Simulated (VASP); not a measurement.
Runs of VASP 6.6.1 on Ta. The structure is that of space group Im-3m (No. 229), or close to it. The cells are those of the table. 

| cell | gap on the mesh (eV) | pressure (GPa) |
| --- | --- | --- |
| a = 2.898 Å, angles 109.5°, 1 atom | none | -4.7 |
| a = 2.934 Å, angles 109.5°, 1 atom | none | -11.1 |
| a = 2.821 Å, angles 109.5°, 1 atom | none | (a) |
| a = 2.782 Å, angles 109.5°, 1 atom | none | (b) |
| a = 2.860 Å, angles 109.5°, 1 atom | none | 3.2 |

Alike in all rows: task single point; level PBE; potentials or basis VASP PAW PBE potentials, release 64 (Ta_pv); no spin polarisation; k mesh 14 × 14 × 14; cutoff (eV) 500; smearing methfessel-paxton 0.15 eV.

Q: Estimate the missing entries.

A: (a) 12.7; (b) 24.0.

Caveats: spin-orbit coupling is left out, which moves the levels of the heavy elements.

A k mesh can miss the band edges, and the runs leave out spin-orbit coupling on Ta.

A gap of «none» marks levels without a gap at the run's occupations.
